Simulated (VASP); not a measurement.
Runs of VASP 6.6.1 on Mg2ZnS3. The structure is that of space group P-4m2 (No. 115), or close to it. The cells are those of the table. 

```tsv
task	cell	k mesh	cutoff (eV)	gap on the mesh (eV)	pressure (GPa)	relaxed volume (Å³/atom)	largest force (eV/Å)
relaxation of cell and atoms	relaxed from a = 3.638, b = 3.638, c = 8.080 Å, 6 atoms	6 × 6 × 2	600	none	0.3	22.20	0.03
relaxation of cell and atoms	relaxed from a = 3.516, b = 3.516, c = 11.252 Å, 6 atoms	10 × 10 × 4	600	none	0.0	23.25	0.01
single point	a = 3.513, b = 3.513, c = 11.733 Å, 6 atoms	10 × 10 × 4	520	none	-0.1	-	0.02
single point	a = 3.638, b = 3.638, c = 8.080 Å, 6 atoms	6 × 6 × 2	520	none	(a)	-	2.09
single point	a = 3.516, b = 3.516, c = 11.252 Å, 6 atoms	6 × 6 × 2	520	none	-0.1	-	0.02
```

Alike in all rows: level PBE; potentials or basis VASP PAW PBE potentials, release 64 (Mg, Zn, S); no spin polarisation; smearing gaussian 0.1 eV.

Problem. Estimate the missing entries.

Solution. (a) -1.5.

Caveats: some runs use coarse meshes; the volume moved by over 15 % at a fixed basis, so the end points are rough (some runs); forces of over 1 eV/Å act on the atoms, so gaps and moduli don't describe the material at rest (some runs).

A gap of «none» marks levels without a gap at the run's occupations.
